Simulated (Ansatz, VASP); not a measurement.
# One calculation of WSe3, two programs

```
CELL_PARAMETERS angstrom
6.70268 0.00000 0.00000
0.00000 6.70268 0.00000
0.00000 0.00000 6.76322
ATOMIC_POSITIONS crystal
W 0.50000 0.00000 0.90646
W 0.00000 0.50000 0.09354
Se 0.25000 0.75000 0.00000
Se 0.75000 0.75000 0.00000
Se 0.75000 0.25000 0.00000
Se 0.25000 0.25000 0.00000
Se 0.50000 0.00000 0.57160
Se 0.00000 0.50000 0.42840
```

Change from the starting cell: species swapped into the WO3 type (P4/nmm, No. 129).

Alike in both runs: task relaxation of cell and atoms; functional PBE; k mesh 6 × 6 × 6; occupations gaussian, width 0.1 eV; no spin polarisation.

```csv
,VASP,Ansatz
version,VASP 6.6.1,Ansatz 0.2.0
potentials or method,"VASP PAW PBE potentials, release 64 (W_sv, Se), cutoff 600 eV","scalar-relativistic, plane waves, PAW"
valence electrons in the cell,64,124
```

```tsv
	VASP	Ansatz	Ansatz less VASP
gap on the k mesh at the Fermi level, each at its own relaxed structure (eV)	none	none	-
relaxed volume (Å³/atom)	38.04	37.98	-0.064
relaxed length of the cell vector where the two differ most in proportion (Å)	6.707	6.703	-0.0044
```

A gap of «none» marks a metal or a gap that the smearing closes. VASP's potentials hold 64 valence electrons a cell and Ansatz's 124, so a difference there can come from the potentials and not from the codes. Ansatz's warnings: xc potential rough in thin density.

Spin-orbit coupling is off throughout.
